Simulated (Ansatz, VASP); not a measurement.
This is a calculation of Co for Ansatz 0.2.0.

File input.yaml:

```yaml
crystal:
  lattice:
    - [2.4719999032, 0.0, 0.0]
    - [-1.2359999516, 2.1408147143, 0.0]
    - [0.0, 0.0, 4.02114408]
  atoms:
    - { symbol: Co, position: [0.6666666667, 0.3333333333, 0.75], spin: 3.0 }
    - { symbol: Co, position: [0.3333333333, 0.6666666667, 0.25], spin: 3.0 }
hamiltonian:
  xc: pbe
  pseudopotentials: { kind: paw }
magnetization:
  spin_polarized: true
  initial_magnetization: 6.0
  spin_locking: { lock_magnetization: hard }
kpoints:
  mp_grid: { grid: [10, 10, 6] }
scf:
  occupations: { method: fermi_dirac, width: 0.05 }
  lower_state_search: "off"
output:
  forces: true
  stress: true
  eigenvalues: true
```

Potentials or basis: Ansatz PAW.

Launch:

```sh
$ ansatz run input.yaml --threads 2 --pin off --max-ram 5632MiB --backend cpu --events-out ev --progress --plain --runs-dir out
```

Task: Translate it to VASP 6.6.1. Potentials there: VASP PAW PBE potentials, release 64 (Co).

Result: As run (the cutoff follows the program's own potentials):

INCAR

```
SYSTEM = Co
PREC = Accurate
ENCUT = 520
EDIFF = 1E-6
ISMEAR = -1
SIGMA = 0.05
LREAL = .FALSE.
LASPH = .TRUE.
NELM = 150
ALGO = Normal
ISIF = 2
LWAVE = .FALSE.
LCHARG = .FALSE.
ISPIN = 2
MAGMOM = 3 3
LORBIT = 11
NUPDOWN = 6.0
LMAXMIX = 4
GGA = PE
NBANDS = 20
```

The input KPOINTS:

```
regular mesh
0
G
  10 10 6
  0 0 0
```

POSCAR

```
Co
1.0
    2.4719999032      0.0000000000      0.0000000000
   -1.2359999516      2.1408147143      0.0000000000
    0.0000000000      0.0000000000      4.0211440800
Co
2
Direct
    0.6666666667      0.3333333333      0.7500000000
    0.3333333333      0.6666666667      0.2500000000
```

Potentials or basis: VASP PAW PBE potentials, release 64 (Co).

Run with:

```console
$ cat potpaw_PBE.64/Co/POTCAR > POTCAR
$ mpirun -np 1 vasp_std > vasp.out
```

Both were run:

|  | VASP | Ansatz | Ansatz less VASP |
| --- | --- | --- | --- |
| net moment per atom (μB) | 3.00 | 3.00 | 0.000 |
| size of the moment on the site where the two differ most (μB) | 2.87 | 2.79 | -0.086 |

Site moments also hang on the region over which each program counts them. The functional is the same, so the differences come from potentials, cutoffs and numerics. VASP's potentials hold 18 valence electrons a cell and Ansatz's 34, so a difference there can come from the potentials and not from the codes.
